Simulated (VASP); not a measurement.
# Mn (R-3m) in VASP: notebook, part 2 of 2

VASP 6.6.1. Earlier steps stand in the parts before.

### 4 Single point, PBEsol, collinear spin, ferromagnetic start

This run uses another cell than the first one: it holds 2 atoms, not 3.

The input, INCAR:

```
ALGO     = Normal         # electronic algorithm
EDIFF    = 1E-6           # SCF threshold, eV
ENCUT    = 600            # plane-wave cutoff, eV
GGA      = PS             # functional
GGA_COMPAT= False        
ISIF     = 2              # what is computed and relaxed
ISMEAR   = 0              # smearing method
ISPIN    = 2              # spin polarisation
LASPH    = True           # aspherical terms in the spheres
LCHARG   = False          # write CHGCAR
LMAXMIX  = 4              # l up to which the mixer works
LORBIT   = 11             # projections on sites
LREAL    = False          # projectors in reciprocal space
LWAVE    = False          # write WAVECAR
MAGMOM   = 4 4            # initial moments
NBANDS   = 26             # bands
NELM     = 200            # most SCF steps
PREC     = Accurate       # precision mode
SIGMA    = 0.1            # smearing width, eV
```

The input, KPOINTS:

```
k-points
0
Gamma
  6 6 6
```

The input, POSCAR:

```
Mn
1.0
    1.6182685492      0.9343077825      3.0008850053
   -1.6182685492      0.9343077825      3.0008850053
    0.0000000000     -1.8686155650      3.0008850053
Mn
2
Direct
    0.2275400000      0.2275400000      0.2275400000
    0.7724600000      0.7724600000      0.7724600000
```

Potentials or basis: VASP PAW PBE potentials, release 64 (Mn_sv).

The run is started by

```bash
$ cat potpaw_PBE.64/Mn_sv/POTCAR > POTCAR
$ mpirun -np 1 vasp_std > vasp.out
```

OUTCAR:

```text
EDIFF = 1E-6
   ENCUT = 600
   GGA = PS
   ISIF = 2
   ISMEAR = 0
   ISPIN = 2
   LASPH = True
   LORBIT = 11
   LREAL = False
   NELM = 200
   PREC = Accurate

 ion  position               nearest neighbor table
   1  0.228  0.228  0.228-   2 2.17   2 2.17   2 2.17   2 2.67   2 2.67   2 2.67
   2  0.772  0.772  0.772-   1 2.17   1 2.17   1 2.17   1 2.67   1 2.67   1 2.67

  LATTYP: Found a trigonal (rhomboedric) cell.
 ALAT       =     3.5351145589
 COS(alpha) =     0.5808936906

  Lattice vectors:

 A1 = (   1.6182685492,   0.9343077825,   3.0008850053)
 A2 = (  -1.6182685492,   0.9343077825,   3.0008850053)
 A3 = (   0.0000000000,  -1.8686155650,   3.0008850053)

Analysis of symmetry for initial positions (statically):
=====================================================================
 Subroutine PRICEL returns:
 Original cell was already a primitive cell.

 Routine SETGRP: Setting up the symmetry group for a
 trigonal (rhombohedral) supercell.

 Subroutine GETGRP returns: Found 12 space group operations
 (whereof 12 operations were pure point group operations)
 out of a pool of 12 trial point group operations.

The static configuration has the point symmetry D_3d.

Analysis of symmetry for dynamics (positions and initial velocities):
=====================================================================
 Subroutine PRICEL returns:
 Original cell was already a primitive cell.

 Routine SETGRP: Setting up the symmetry group for a
 trigonal (rhombohedral) supercell.

 Subroutine GETGRP returns: Found 12 space group operations
 (whereof 12 operations were pure point group operations)
 out of a pool of 12 trial point group operations.

The dynamic configuration has the point symmetry D_3d.

Analysis of structural, dynamic, and magnetic symmetry:
=====================================================================
 Subroutine PRICEL returns:
 Original cell was already a primitive cell.

 Routine SETGRP: Setting up the symmetry group for a
[... 140 lines left out ...]
  volume of cell :       27.22
 maximum number of plane-waves:       927
   NGX = 15   NGY = 15   NGZ = 15

 number of electron      30.0000008 magnetization       0.0017702

 Free energy of the ion-electron system (eV)
  ---------------------------------------------------
  ext. energy  EPLUGINS =         0.00000000
  ---------------------------------------------------
  free energy    TOTEN  =       -17.49442618 eV

  energy without entropy =      -17.47851880  energy(sigma->0) =      -17.48647249

 E-fermi :  10.3069     XC(G=0): -12.7388

 val. band max:       10.2899067211   @ k =   0.5000   0.1667   0.0000
 cond. band min:      10.3087328005   @ k =  -0.3333  -0.3333   0.1667
 fundamental gap:      0.0188260794
 Fermi energy:        10.3068704858

 spin component 1

 k-point     1 :       0.0000    0.0000    0.0000
  band No.  band energies     occupation
      1     -68.7656      1.00000
      2     -68.3889      1.00000
      3     -37.7946      1.00000
      4     -37.7946      1.00000
      5     -37.6456      1.00000
      6     -37.1936      1.00000
[... 685 lines left out ...]
     25      28.7428      0.00000
     26      32.4505      0.00000

 [... further k-points ...]

 spin component 2

 k-point     1 :       0.0000    0.0000    0.0000
  band No.  band energies     occupation
      1     -68.7646      1.00000
      2     -68.3879      1.00000
      3     -37.7937      1.00000
      4     -37.7937      1.00000
      5     -37.6447      1.00000
      6     -37.1927      1.00000
[... 685 lines left out ...]
     25      28.7430      0.00000
     26      32.4510      0.00000

 [... further k-points ...]
[... 5 lines left out ...]
  --------------------------------------------------------------------------------------
  -------------------------------------------------------------------------------------
  Total       -4.2187892     -4.2187892     -2.7006703      0.0000000      0.0000000      0.0000000
  in kB     -248.2888647   -248.2888647   -158.9428473      0.0000000      0.0000000      0.0000000
  external PRESSURE =    -218.5068589 kB  Pullay stress =       0.0000000 kB

 VOLUME and BASIS-vectors are now :
 -----------------------------------------------------------------------------
  energy-cutoff  :      600.00
  volume of cell :       27.22
      direct lattice vectors                 reciprocal lattice vectors
     1.618268549  0.934307783  3.000885005     0.308972204  0.178385185  0.111078343
    -1.618268549  0.934307783  3.000885005    -0.308972204  0.178385185  0.111078343
     0.000000000 -1.868615565  3.000885005     0.000000000 -0.356770370  0.111078343

 POSITION                                       TOTAL-FORCE (eV/Angst)
 -----------------------------------------------------------------------------------
      0.00000      0.00000      2.04846         0.000000      0.000000     -0.004273
      0.00000      0.00000      6.95419         0.000000     -0.000000      0.004273
 -----------------------------------------------------------------------------------
    total drift:                               -0.000000      0.000000     -0.000000

  FREE ENERGIE OF THE ION-ELECTRON SYSTEM (eV)
  ---------------------------------------------------
  free  energy   TOTEN  =       -17.4944261757 eV

  energy  without entropy=      -17.4785187951  energy(sigma->0) =      -17.48647249

 total charge

# of ion       s       p       d       tot
------------------------------------------
    1        2.254   6.034   4.770  13.058
    2        2.254   6.034   4.770  13.058
--------------------------------------------------
tot          4.508  12.067   9.540  26.116

 magnetization (x)

# of ion       s       p       d       tot
------------------------------------------
    1        0.000   0.000   0.001   0.001
    2        0.000   0.000   0.001   0.001
--------------------------------------------------
tot          0.000   0.000   0.001   0.001
```

stdout:

```text
POSCAR found type information on POSCAR Mn
 POSCAR found :  1 types and       2 ions
 scaLAPACK will be used
 -----------------------------------------------------------------------------
|                                                                             |
|                                                                             |
|     You enforced a specific xc type in the INCAR file but a different       |
|     I HOPE YOU KNOW WHAT YOU ARE DOING!                                     |
|                                                                             |
 -----------------------------------------------------------------------------

 LDA part: xc-table for (Slater+PW92), standard interpolation
 POSCAR, INCAR and KPOINTS ok, starting setup
 FFT: planning ... GRIDC
 FFT: planning ... GRID_SOFT
 FFT: planning ... GRID
 WAVECAR not read
 entering main loop
```

Wall time 73 s (1 thread of Intel Xeon Platinum 8488C (Sapphire Rapids), shared host); peak memory 0.18 GiB.

Results:

* Free energy: -17.4944 eV
* Pressure: -21.9 GPa
* Largest force: 0.004 eV/Å
* Band gap on the k mesh: zero (filled and empty bands overlap)
* Net moment: 0.00 μB per cell
* Valence electrons inside the program's atomic spheres: Mn 13.06

Forces on the atoms (eV/Å):
```
Mn   0.000  0.000 -0.004
Mn   0.000  0.000  0.004
```

Caveat: the k points lie up to 0.39 Å⁻¹ apart; the starting moments collapsed, and a magnetic state may lie lower; the PAW data sets were made with another functional, which shifts forces and pressure a little.
